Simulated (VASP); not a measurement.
Here is a VASP 6.6.1 calculation.

File INCAR:

```
PREC = Accurate
ENCUT = 520
EDIFF = 1E-7
ISMEAR = -1
SIGMA = 0.02
LREAL = F
LASPH = T
NELM = 60
ALGO = Normal
ISIF = 2
LWAVE = F
LCHARG = F
GGA = PE
NBANDS = 48
```

KPOINTS

```
Automatic mesh
0
Gamma
  4 4 4
```

The input POSCAR:

```
CaSn3Se4
1.0
    5.9808084380      0.0000000000      0.0000000000
    0.0000000000      5.9808084380      0.0000000000
    0.0000000000      0.0000000000      5.9808084380
Sn Se Ca
3 4 1
Direct
    0.5000000000      0.0000000000      0.0000000000
    0.0000000000      0.5000000000      0.0000000000
    0.0000000000      0.0000000000      0.5000000000
    0.0000000000      0.5000000000      0.5000000000
    0.5000000000      0.0000000000      0.5000000000
    0.5000000000      0.5000000000      0.0000000000
    0.0000000000      0.0000000000      0.0000000000
    0.5000000000      0.5000000000      0.5000000000
```

Potentials or basis: VASP PAW PBE potentials, release 64 (Sn_d, Se, Ca_sv).

Command:

```bash
$ cat potpaw_PBE.64/Sn_d/POTCAR potpaw_PBE.64/Se/POTCAR potpaw_PBE.64/Ca_sv/POTCAR > POTCAR
$ mpirun -np 1 vasp_std > vasp.out
```

(1) Predict the band gap on the k mesh.

(2) Predict the pressure.

Answers

(1) zero (filled and empty bands touch).

(2) 1.6 GPa.

Caveat: spin-orbit coupling is left out, which moves the levels of the heavy elements.
